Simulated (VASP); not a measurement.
# Mg (Pm-3n) in VASP: notebook

Mg is run at these levels: LDA; tasks: single point, relaxation of cell and atoms.

All numbers are computed with VASP 6.6.1; they aren't measurements. Logs are shortened: lines on timing, memory, paths and dates and some standing lists are left out, and cuts for length are marked.

## 1. The cell of the first run

Symmetry: Pm-3n, No. 223, cubic system. The conventional cell has a = 5.612 Å, b = 5.612 Å, c = 5.612 Å, α = 90.00°, β = 90.00°, γ = 90.00°. Within 4.1 Å of Mg (site symmetry m-3) lie 12 Mg at 3.14 Å. Mg (site symmetry -4m2) has 14 Mg at 2.81 to 3.44 Å within 3.7 Å.

## 2. Single point, LDA

The input, INCAR:

```
PREC = Accurate ; ENCUT = 520
EDIFF = 1E-6 ; ISMEAR = -1
SIGMA = 0.1 ; LREAL = False
LASPH = True ; NELM = 60
ALGO = Normal ; ISIF = 2
LWAVE = False ; LCHARG = False
NBANDS = 18
```

The input, KPOINTS:

```
Automatic mesh
0
Gamma
  5 5 5
```

The input, POSCAR:

```
Mg
1.0
    5.6119782525      0.0000000000      0.0000000000
    0.0000000000      5.6119782525      0.0000000000
    0.0000000000      0.0000000000      5.6119782525
Mg
8
Direct
    0.0000000000      1.0000000000      1.0000000000
    0.5000000000      0.5000000000      0.5000000000
    0.2500000000      0.0000000000      0.5000000000
    0.7500000000      0.0000000000      0.5000000000
    0.5000000000      0.2500000000      0.0000000000
    0.5000000000      0.7500000000      0.0000000000
    1.0000000000      0.5000000000      0.2500000000
    1.0000000000      0.5000000000      0.7500000000
```

Potentials or basis: VASP PAW LDA potentials, release 64 (Mg).

Started as:

```sh
$ cat potpaw_LDA.64/Mg/POTCAR > POTCAR
$ mpirun -np 1 vasp_std > vasp.out
```

OUTCAR:

```text
PREC = Accurate
   ENCUT = 520
   EDIFF = 1E-6
   ISMEAR = -1
   LREAL = False
   LASPH = True
   NELM = 60
   ISIF = 2

 ion  position               nearest neighbor table
   1  0.000  0.000  0.000-   3 3.14   4 3.14   5 3.14   6 3.14   7 3.14   8 3.14   3 3.14   4 3.14
                             7 3.14   8 3.14   5 3.14   6 3.14
   2  0.500  0.500  0.500-   3 3.14   4 3.14   5 3.14   6 3.14   7 3.14   8 3.14   5 3.14   6 3.14
                             3 3.14   4 3.14   7 3.14   8 3.14
   3  0.250  0.000  0.500-   4 2.81   4 2.81   1 3.14   1 3.14   2 3.14   2 3.14   8 3.44   5 3.44
                             5 3.44   6 3.44   6 3.44   7 3.44   8 3.44   7 3.44
   4  0.750  0.000  0.500-   3 2.81   3 2.81   1 3.14   1 3.14   2 3.14   2 3.14   8 3.44   5 3.44
                             5 3.44   6 3.44   6 3.44   7 3.44   8 3.44   7 3.44
   5  0.500  0.250  0.000-   6 2.81   6 2.81   1 3.14   2 3.14   2 3.14   1 3.14   8 3.44   4 3.44
                             3 3.44   4 3.44   3 3.44   7 3.44   7 3.44   8 3.44
   6  0.500  0.750  0.000-   5 2.81   5 2.81   1 3.14   2 3.14   2 3.14   1 3.14   8 3.44   4 3.44
                             3 3.44   4 3.44   3 3.44   7 3.44   7 3.44   8 3.44
   7  0.000  0.500  0.250-   8 2.81   8 2.81   1 3.14   2 3.14   1 3.14   2 3.14   3 3.44   4 3.44
                             5 3.44   3 3.44   4 3.44   6 3.44   5 3.44   6 3.44
   8  0.000  0.500  0.750-   7 2.81   7 2.81   1 3.14   2 3.14   1 3.14   2 3.14   3 3.44   4 3.44
                             5 3.44   3 3.44   4 3.44   6 3.44   5 3.44   6 3.44

  LATTYP: Found a simple cubic cell.
 ALAT       =     5.6119782525

  Lattice vectors:

 A1 = (   5.6119782525,   0.0000000000,   0.0000000000)
 A2 = (   0.0000000000,   5.6119782525,   0.0000000000)
 A3 = (   0.0000000000,   0.0000000000,   5.6119782525)

Analysis of symmetry for initial positions (statically):
=====================================================================
 Subroutine PRICEL returns:
 Original cell was already a primitive cell.

 Routine SETGRP: Setting up the symmetry group for a
 simple cubic supercell.

 Subroutine GETGRP returns: Found 48 space group operations
 (whereof 24 operations were pure point group operations)
 out of a pool of 48 trial point group operations.

The static configuration has the point symmetry T_h .
 The point group associated with its full space group is O_h .

Analysis of symmetry for dynamics (positions and initial velocities):
=====================================================================
 Subroutine PRICEL returns:
 Original cell was already a primitive cell.

 Routine SETGRP: Setting up the symmetry group for a
 simple cubic supercell.

 Subroutine GETGRP returns: Found 48 space group operations
 (whereof 24 operations were pure point group operations)
 out of a pool of 48 trial point group operations.

The dynamic configuration has the point symmetry T_h .
 The point group associated with its full space group is O_h .

 Subroutine INISYM returns: Found 48 space group operations
 (whereof 24 operations are pure point group operations),
 and found     1 'primitive' translations

----------------------------------------------------------------------------------------

                                     Primitive cell

  volume of cell :     176.7453

  direct lattice vectors                    reciprocal lattice vectors
     5.611978253  0.000000000  0.000000000     0.178190284  0.000000000  0.000000000
     0.000000000  5.611978253  0.000000000     0.000000000  0.178190284  0.000000000
     0.000000000  0.000000000  5.611978253     0.000000000  0.000000000  0.178190284

  length of vectors
     5.611978253  5.611978253  5.611978253     0.178190284  0.178190284  0.178190284

  position of ions in fractional coordinates (direct lattice)
     0.000000000  0.000000000  0.000000000
     0.500000000  0.500000000  0.500000000
     0.250000000  0.000000000  0.500000000
     0.750000000  0.000000000  0.500000000
     0.500000000  0.250000000  0.000000000
     0.500000000  0.750000000  0.000000000
     0.000000000  0.500000000  0.250000000
     0.000000000  0.500000000  0.750000000

  ion indices of the primitive-cell ions
   primitive index   ion index
                 1           1
                 2           2
                 3           3
                 4           4
                 5           5
                 6           6
                 7           7
                 8           8

----------------------------------------------------------------------------------------

 KPOINTS: Automatic mesh

Automatic generation of k-mesh.
 Grid dimensions read from file:
 generate k-points for:    5    5    5

 Generating k-lattice:

  Cartesian coordinates                     Fractional coordinates (reciprocal lattice)
     0.035638057  0.000000000  0.000000000     0.200000000  0.000000000  0.000000000
     0.000000000  0.035638057  0.000000000     0.000000000  0.200000000  0.000000000
     0.000000000  0.000000000  0.035638057     0.000000000  0.000000000  0.200000000

  Length of vectors
     0.035638057  0.035638057  0.035638057

  Shift w.r.t. Gamma in fractional coordinates (k-lattice)
     0.000000000  0.000000000  0.000000000

 Subroutine IBZKPT returns following result:
 ===========================================

 Found     10 irreducible k-points:

 Following reciprocal coordinates:
            Coordinates               Weight
  0.000000  0.000000  0.000000      1.000000
  0.200000  0.000000  0.000000      6.000000
  0.400000  0.000000  0.000000      6.000000
  0.200000  0.200000  0.000000     12.000000
  0.400000  0.200000  0.000000     24.000000
  0.400000  0.400000  0.000000     12.000000
  0.200000  0.200000  0.200000      8.000000
  0.400000  0.200000  0.200000     24.000000
  0.400000  0.400000  0.200000     24.000000
  0.400000  0.400000  0.400000      8.000000
   k-points           NKPTS =     10   k-points in BZ     NKDIM =     10   number of bands    NBANDS=     18
   number of dos      NEDOS =    301   number of ions     NIONS =      8
   total plane-waves  NPLWV =  74088
   dimension x,y,z NGX =    42 NGY =   42 NGZ =   42
   dimension x,y,z NGXF=    84 NGYF=   84 NGZF=   84
   ions per type =               8
   NGX,Y,Z   is equivalent  to a cutoff of  12.44, 12.44, 12.44 a.u.
   NGXF,Y,Z  is equivalent  to a cutoff of  24.88, 24.88, 24.88 a.u.
 SYSTEM =  unknown system
   PREC   = accura    normal or accurate (medium, high low for compatibility)
   ISTART =      0    job   : 0-new  1-cont  2-samecut
   ICHARG =      2    charge: 1-file 2-atom 10-const
   ISPIN  =      1    spin polarized calculation?
   LNONCOLLINEAR =      F non collinear calculations
   LSORBIT =      F    spin-orbit coupling
   LASPH  =      T    aspherical Exc in radial PAW
   ENCUT  =  520.0 eV  38.22 Ry    6.18 a.u.  10.43 10.43 10.43*2*pi/ulx,y,z
   NELM   =     60;   NELMIN=  2; NELMDL= -5     # of ELM steps
   EDIFF  = 0.1E-05   stopping-criterion for ELM
   LREAL  =      F    real-space projection
   EDIFFG = 0.1E-04   stopping-criterion for IOM
   NSW    =      0    number of steps for IOM
   IBRION =     -1    ionic relax: 0-MD 1-quasi-New 2-CG
   NFREE  =      0    steps in history (QN), initial steepest desc. (CG)
   ISIF   =      2    stress and relaxation
   ISYM   =      2    0-nonsym 1-usesym 2-fastsym
   POTIM  = 0.5000    time-step for ionic-motion
   TEBEG  =    0.0;   TEEND  =   0.0 temperature during run
   PSTRESS=    0.0 pullay stress
   NELECT =      16.0000    total number of electrons
   NUPDOWN=      -1.0000    fix difference up-down
   EMIN   =  10.00;   EMAX   =-10.00  energy-range for DOS
   EFERMI =   0.00;   METHOD = LEGACY
   ISMEAR =    -1;   SIGMA  =   0.10  broadening in eV -4-tet -1-fermi 0-gaus
   EFERMI_NEDOS =   21; number of points for ismear=-14 and -15
   IALGO  =     38    algorithm
   IMIX   =      4    mixing-type and parameters
     AMIX     =   0.40;   BMIX     =  1.00
     AMIX_MAG =   1.60;   BMIX_MAG =  1.00
  volume/ion in A,a.u.               =      22.09       149.09
  Fermi-wavevector in a.u.,A,eV,Ry     =   0.735076  1.389092  7.351725  0.540337
  Thomas-Fermi vector in A             =   1.828184
   LORBIT       =      0    0 simple, 1 ext, 2 COOP (PROOUT), +10 PAW based schemes
   GGA     = CA    functional components
   LHFCALC =     F    Hartree Fock is set to
   AEXX    =    0.0000 exact exchange contribution
   IVDW    =     0    specifies the selected vdW correction
   LEPSILON=     F    determine dielectric tensor
   LRPA    =     F    only Hartree local field effects (RPA)
 non-spin polarized calculation
  energy-cutoff  :      520.00
  volume of cell :      176.75
 maximum number of plane-waves:      4777
 NGX is ok and might be reduce to    42
   NGX = 21   NGY = 21   NGZ = 21

 number of electron      16.0000000 magnetization

 Free energy of the ion-electron system (eV)
  ---------------------------------------------------
  ext. energy  EPLUGINS =         0.00000000
  ---------------------------------------------------
  free energy    TOTEN  =       -14.13911927 eV

  energy without entropy =      -14.03274552  energy(sigma->0) =      -14.08593239

 E-fermi :   2.6626     XC(G=0):  -8.7985

 val. band max:        2.4945554614   @ k =   0.2000   0.2000   0.2000
 cond. band min:       2.6633363141   @ k =   0.2000   0.2000   0.2000
 fundamental gap:      0.1687808527
 Fermi energy:         2.6625964799

 k-point     1 :       0.0000    0.0000    0.0000
  band No.  band energies     occupation
      1      -4.4148      2.00000
      2       0.1814      2.00000
      3       0.1814      2.00000
      4       0.1920      2.00000
      5       0.2998      2.00000
      6       0.2998      2.00000
[... 10 lines left out ...]
     17       5.3638      0.00000
     18       5.3638      0.00000

 k-point     2 :       0.2000    0.0000    0.0000
  band No.  band energies     occupation
      1      -4.2236      2.00000
      2      -1.4043      2.00000
      3       0.3638      2.00000
      4       0.3707      2.00000
      5       0.4768      2.00000
      6       0.4768      2.00000
[... 10 lines left out ...]
     17       6.7117      0.00000
     18       6.7117      0.00000

 k-point     3 :       0.4000    0.0000    0.0000
  band No.  band energies     occupation
      1      -3.6524      2.00000
      2      -2.7086      2.00000
      3       0.8955      2.00000
      4       0.9014      2.00000
      5       1.0004      2.00000
      6       1.0004      2.00000
[... 10 lines left out ...]
     17       6.6085      0.00000
     18       6.6287      0.00000

 k-point     4 :       0.2000    0.2000    0.0000
  band No.  band energies     occupation
      1      -4.0328      2.00000
      2      -1.2224      2.00000
      3      -1.2163      2.00000
      4       0.5483      2.00000
      5       0.6535      2.00000
      6       1.4671      1.99999
[... 10 lines left out ...]
     17       6.6309      0.00000
     18       7.1567      0.00000

 k-point     5 :       0.4000    0.2000    0.0000
  band No.  band energies     occupation
      1      -3.4628      2.00000
      2      -2.5209      2.00000
      3      -0.6674      2.00000
      4       0.2420      2.00000
      5       1.0741      2.00000
      6       1.1753      2.00000
[... 10 lines left out ...]
     17       7.4074      0.00000
     18       7.5610      0.00000

 k-point     6 :       0.4000    0.4000    0.0000
  band No.  band energies     occupation
      1      -2.8963      2.00000
      2      -1.9635      2.00000
      3      -1.9568      2.00000
      4      -1.0341      2.00000
      5       1.5725      1.99996
      6       1.6905      1.99988
[... 10 lines left out ...]
     17       7.8350      0.00000
     18       7.9140      0.00000

 k-point     7 :       0.2000    0.2000    0.2000
  band No.  band energies     occupation
      1      -3.8424      2.00000
      2      -1.0380      2.00000
      3      -1.0380      2.00000
      4      -1.0285      2.00000
      5       1.6167      1.99994
      6       1.6167      1.99994
[... 10 lines left out ...]
     17       6.2319      0.00000
     18       7.8981      0.00000

 k-point     8 :       0.4000    0.2000    0.2000
  band No.  band energies     occupation
      1      -3.2735      2.00000
      2      -2.3335      2.00000
      3      -0.4881      2.00000
      4      -0.4806      2.00000
      5       0.4163      2.00000
      6       0.4279      2.00000
[... 10 lines left out ...]
     17       6.8148      0.00000
     18       7.6318      0.00000

 k-point     9 :       0.4000    0.4000    0.2000
  band No.  band energies     occupation
      1      -2.7082      2.00000
      2      -1.7775      2.00000
      3      -1.7706      2.00000
      4      -0.8501      2.00000
      5       0.0614      2.00000
      6       0.9439      2.00000
[... 10 lines left out ...]
     17       7.7796      0.00000
     18       7.9274      0.00000

 k-point    10 :       0.4000    0.4000    0.4000
  band No.  band energies     occupation
      1      -2.1464      2.00000
      2      -1.2223      2.00000
      3      -1.2223      2.00000
      4      -1.2102      2.00000
      5      -0.3070      2.00000
      6      -0.3070      2.00000
[... 10 lines left out ...]
     17       7.3431      0.00000
     18       7.7734      0.00000

------------------------ aborting loop because EDIFF is reached ----------------------------------------

  FORCE on cell =-STRESS in cart. coord.  units (eV):
  Direction    XX          YY          ZZ          XY          YZ          ZX
  --------------------------------------------------------------------------------------
  -------------------------------------------------------------------------------------
  Total       -0.3332429     -0.3332429     -0.3332429      0.0000000      0.0000000      0.0000000
  in kB       -3.0208109     -3.0208109     -3.0208109      0.0000000      0.0000000      0.0000000
  external PRESSURE =      -3.0208109 kB  Pullay stress =       0.0000000 kB

 VOLUME and BASIS-vectors are now :
 -----------------------------------------------------------------------------
  energy-cutoff  :      520.00
  volume of cell :      176.75
      direct lattice vectors                 reciprocal lattice vectors
     5.611978253  0.000000000  0.000000000     0.178190284  0.000000000  0.000000000
     0.000000000  5.611978253  0.000000000     0.000000000  0.178190284  0.000000000
     0.000000000  0.000000000  5.611978253     0.000000000  0.000000000  0.178190284

 POSITION                                       TOTAL-FORCE (eV/Angst)
 -----------------------------------------------------------------------------------
      0.00000      0.00000      0.00000         0.000000     -0.000000      0.000000
      2.80599      2.80599      2.80599         0.000000     -0.000000      0.000000
      1.40299      0.00000      2.80599         0.000000      0.000000     -0.000000
      4.20898      0.00000      2.80599        -0.000000      0.000000      0.000000
      2.80599      1.40299      0.00000        -0.000000     -0.000000     -0.000000
      2.80599      4.20898      0.00000        -0.000000      0.000000      0.000000
      0.00000      2.80599      1.40299        -0.000000      0.000000     -0.000000
      0.00000      2.80599      4.20898         0.000000     -0.000000      0.000000
 -----------------------------------------------------------------------------------
    total drift:                                0.000000      0.000000      0.000000

  FREE ENERGIE OF THE ION-ELECTRON SYSTEM (eV)
  ---------------------------------------------------
  free  energy   TOTEN  =       -14.1391192666 eV

  energy  without entropy=      -14.0327455232  energy(sigma->0) =      -14.08593239
```

Run time: 31 s. Hardware: 1 thread of Intel Xeon 8259CL, shared host; peak memory 0.2 GiB.

What came out:

```
Free energy            : -14.1391 eV
Pressure               : -0.3 GPa
Band gap on the k mesh : zero (bands 8 and 9 overlap by 2.29 eV)
```

Levels at points of the mesh, in eV from the Fermi level:
```tsv
k point	band 6	band 7	band 8	band 9	band 10	band 11
(0.00, 0.00, 0.00)	-2.36	-2.36	1.54	1.54	1.57	1.57
```

## 3. Single point, LDA

The input, INCAR:

```
SYSTEM = Mg
PREC = Accurate
ENCUT = 520
EDIFF = 1E-7
ISMEAR = -1
SIGMA = 0.1
LREAL = .False.
LASPH = .True.
NELM = 60
ALGO = Normal
ISIF = 2
LWAVE = .False.
LCHARG = .False.
NBANDS = 18
```

The input, KPOINTS:

```
Automatic mesh
0
Gamma
  6 6 6
  0 0 0
```

POSCAR is that of step 2.

Potentials or basis: VASP PAW LDA potentials, release 64 (Mg).

Started as:

```sh
$ cat potpaw_LDA.64/Mg/POTCAR > POTCAR
$ mpirun -np 1 vasp_std > vasp.out
```

Wall time 63 s (1 thread of Intel Xeon 8259CL, shared host); peak memory 0.23 GiB.

It converged, with:

```
Free energy            : -14.1432 eV
Pressure               : -0.3 GPa
Band gap on the k mesh : zero (bands 8 and 9 overlap by 2.67 eV)
```

Levels at points of the mesh, in eV from the Fermi level:
```csv
k point,band 4,band 5,band 6,band 7,band 8,band 9,band 10,band 11,band 12,band 13
"(0.00, 0.00, 0.00)",-2.38,-2.27,-2.27,-2.27,1.63,1.63,1.66,1.66,1.66,2.21
"(0.50, 0.00, 0.00)",-1.39,-1.27,-1.27,-1.08,-1.08,-1.04,-1.04,2.71,2.71,2.94
"(0.50, 0.50, 0.00)",-4.62,-0.61,-0.26,-0.26,-0.09,-0.08,0.13,0.13,0.60,4.00
"(0.50, 0.50, 0.50)",-3.47,-3.47,-3.47,-3.45,-3.45,4.87,4.87,4.87,4.87,4.87
```

## 4. Relaxation of cell and atoms, LDA

This run uses another cell than the first one, of 23.24 Å³/atom.

The input, INCAR:

```
SYSTEM = Mg
PREC = Accurate ; ENCUT = 600
EDIFF = 1E-6 ; ISMEAR = -1
SIGMA = 0.1 ; LREAL = .FALSE.
LASPH = .TRUE. ; NELM = 80
ALGO = Normal ; ISIF = 3
LWAVE = .FALSE. ; LCHARG = .FALSE.
GGA = CA ; IBRION = 2
NSW = 80 ; EDIFFG = -0.01
```

The input, KPOINTS:

```
regular mesh
0
G
  5 5 5
  0 0 0
```

The input, POSCAR:

```
Mg
1.0
    5.7071978321      0.0000000000      0.0000000000
    0.0000000000      5.7071978321      0.0000000000
    0.0000000000      0.0000000000      5.7071978321
Mg
8
Direct
    0.0000000000      0.0000000000      0.0000000000
    0.5000000000      0.5000000000      0.5000000000
    0.2500000000      0.0000000000      0.5000000000
    0.7500000000      0.0000000000      0.5000000000
    0.5000000000      0.2500000000      0.0000000000
    0.5000000000      0.7500000000      0.0000000000
    0.0000000000      0.5000000000      0.2500000000
    0.0000000000      0.5000000000      0.7500000000
```

Started as:

```sh
$ cat potpaw_LDA.64/Mg/POTCAR > POTCAR
$ mpirun -np 1 vasp_std > vasp.out
```

Wall time 99 s (1 thread of Intel Xeon 8259CL, shared host); peak memory 0.26 GiB.

Results (log left out):

* Free energy: -14.1409 eV
* Relaxed volume: 21.93 Å³/atom
* Relaxed cell: a = 5.598 Å, b = 5.598 Å, c = 5.598 Å, α = 90.00°, β = 90.00°, γ = 90.00°
* Space group after relaxing (to 0.1 Å): Pm-3n (No. 223)
* Energy gained by relaxing: 8.7 meV/atom
* Ionic steps: 3
* Pressure after relaxing: 0.0 GPa
* Band gap on the k mesh: zero (bands 8 and 9 overlap by 2.30 eV)

Step by step:
| step | energy change (eV) | largest force (eV/Å) | pressure (GPa) | volume (Å³) |
| --- | --- | --- | --- | --- |
| 1 | 0.0000 | 0.0000 | -2.01 | 185.90 |
| 2 | -0.0642 | 0.0000 | -0.60 | 178.16 |
| 3 | -0.0694 | 0.0000 | -0.02 | 175.46 |

Final structure:
```
Mg
1.0
     5.59830    0.00000    0.00000
     0.00000    5.59830    0.00000
     0.00000    0.00000    5.59830
Mg
8
Direct
  0.00000 0.00000 0.00000
  0.50000 0.50000 0.50000
  0.25000 0.00000 0.50000
  0.75000 0.00000 0.50000
  0.50000 0.25000 0.00000
  0.50000 0.75000 0.00000
  0.00000 0.50000 0.25000
  0.00000 0.50000 0.75000
```

Levels at points of the mesh, in eV from the Fermi level:
```tsv
k point	band 5	band 6	band 7	band 8	band 9	band 10	band 11	band 12
(0.00, 0.00, 0.00)	-2.38	-2.38	-2.38	1.55	1.55	1.57	1.57	1.57
```

## 5. The runs side by side

```tsv
task	cell	k mesh	cutoff (eV)	gap on the mesh (eV)	pressure (GPa)
single point	a = 5.612 Å, 8 atoms	5 × 5 × 5	520	none	-0.3
single point	a = 5.612 Å, 8 atoms	6 × 6 × 6	520	none	-0.3
relaxation of cell and atoms	relaxed from a = 5.707 Å, 8 atoms	5 × 5 × 5	600	none	0.0
```

Alike in all rows: level LDA; potentials or basis VASP PAW LDA potentials, release 64 (Mg); no spin polarisation; smearing fermi-dirac 0.1 eV.

Absolute energies hang on the potentials; compare differences alone.
